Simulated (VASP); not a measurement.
Here is a VASP 6.6.1 calculation.

The input INCAR:

```
PREC     = Accurate       # precision mode
ENCUT    = 500            # plane-wave cutoff, eV
EDIFF    = 1E-6           # SCF threshold, eV
ISMEAR   = -1             # smearing method
SIGMA    = 0.02           # smearing width, eV
LREAL    = F              # projectors in reciprocal space
LASPH    = T              # aspherical terms in the spheres
NELM     = 120            # most SCF steps
ALGO     = Normal         # electronic algorithm
ISIF     = 2              # what is computed and relaxed
LWAVE    = F              # write WAVECAR
LCHARG   = F              # write CHGCAR
GGA      = PS             # functional
NBANDS   = 14             # bands
GGA_COMPAT= F
```

The input KPOINTS:

```
regular mesh
0
Gamma
  5 5 5
```

Contents of POSCAR:

```
Cl
1.0
    0.0000000000      3.1416440872      3.1416440872
    3.1416440872      0.0000000000      3.1416440872
    3.1416440872      3.1416440872      0.0000000000
Cl
2
Direct
    1.0000000000      1.0000000000      1.0000000000
    0.2500000000      0.2500000000      0.2500000000
```

Potentials or basis: VASP PAW PBE potentials, release 64 (Cl).

The run is started by

```sh
$ cat potpaw_PBE.64/Cl/POTCAR > POTCAR
$ mpirun -np 1 vasp_std > vasp.out
```

(1) Predict the band gap on the k mesh.

(2) What does it give for the pressure?

Results:

(1) zero (bands 7 and 8 overlap by 1.29 eV).

(2) 0.0 GPa.

Caveat: the PAW data sets were made with another functional, which shifts forces and pressure a little.
